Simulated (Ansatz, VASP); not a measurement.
**C in VASP and in Ansatz**

```
CELL_PARAMETERS angstrom
2.52000 0.00000 0.00000
-1.26000 2.18238 0.00000
0.00000 0.00000 4.18000
ATOMIC_POSITIONS crystal
C 0.33333 0.66667 0.00000
C 0.66667 0.33333 0.50000
C 0.33333 0.66667 0.37400
C 0.66667 0.33333 0.87400
```

Alike in both runs: task single point; functional PBEsol; k mesh 9 × 9 × 4; occupations gaussian, width 0.1 eV; no spin polarisation.

|  | VASP | Ansatz |
| --- | --- | --- |
| version | VASP 6.6.1 | Ansatz 0.2.0 |
| potentials or method | VASP PAW PBE potentials, release 64 (C), cutoff 520 eV | scalar-relativistic, plane waves, PAW |
| valence electrons in the cell | 16 | 16 |

VASP gave:

| Property | Result |
| --- | --- |
| gap on the k mesh at the Fermi level (eV) | 3.08 |
| least direct gap on the mesh (eV) | 4.81 |
| pressure (GPa) | -8.3 |
| traceless stress, the component that is largest in VASP (GPa) | 3.02 |
| rms of the force components (eV/Å) | 0.048 |

Problem. Estimate Ansatz's values.

Solution. gap on the k mesh at the Fermi level (eV): 3.10; least direct gap on the mesh (eV): 4.82; pressure (GPa): -9.4; traceless stress, the component that is largest in VASP (GPa): 3.05; rms of the force components (eV/Å): 0.050.

VASP's potentials were made for PBE, not for PBEsol, and Ansatz warns of the same on its side. Atom by atom the forces differ by 0.002 eV/Å (rms over components). With one functional, cell and mesh, what is left measures potentials, basis and numerics.
